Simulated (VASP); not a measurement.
Here is a VASP 6.6.1 calculation.

Contents of INCAR:

```
PREC = Accurate
ENCUT = 600
EDIFF = 1E-6
ISMEAR = 0
SIGMA = 0.2
LREAL = False
LASPH = True
NELM = 100
ALGO = Normal
ISIF = 3
LWAVE = False
LCHARG = False
GGA = PE
IBRION = 2
NSW = 36
EDIFFG = -0.08
```

The input KPOINTS:

```
regular mesh
0
Gamma
  4 4 4
```

The input POSCAR:

```
Si6As
1.0
   -2.9589922400      3.1622901000      3.7725578300
    2.9589922400     -3.1622901000      3.7725578300
    2.9589922400      3.1622901000     -3.7725578300
Si As
6 1
Direct
    0.7576494800      0.2510819200      0.0087314000
    0.2423505200      0.2510819200      0.4934324300
    0.2423505200      0.7489180800      0.9912686000
    0.7576494800      0.7489180800      0.5065675700
    0.0000000000      0.0000000000      0.0000000000
    0.0000000000      0.5000000000      0.5000000000
    0.5000000000      0.0000000000      0.5000000000
```

Potentials or basis: VASP PAW PBE potentials, release 64 (Si, As).

Launch:

```bash
$ cat potpaw_PBE.64/Si/POTCAR potpaw_PBE.64/As/POTCAR > POTCAR
$ mpirun -np 1 vasp_std > vasp.out
```

**Question.** Estimate the band gap on the k mesh.

**Answer.** Zero (an odd number of electrons rules out a gap without spin polarisation).

**Question.** Estimate the relaxed cell.

**Answer.** a = 5.735 Å, b = 5.735 Å, c = 5.735 Å, α = 100.69°, β = 100.51°, γ = 129.21°.

Final structure:
```
Si As
1.0
    -3.66024    3.66700    2.45961
     3.66024   -3.66700    2.45961
     3.66024    3.66700   -2.45961
Si As
6 1
Direct
  0.77719 0.23655 0.01374
  0.22281 0.23655 0.45936
  0.22281 0.76345 0.98626
  0.77719 0.76345 0.54064
  0.00000 0.00000 0.00000
  0.00000 0.50000 0.50000
  0.50000 0.00000 0.50000
```
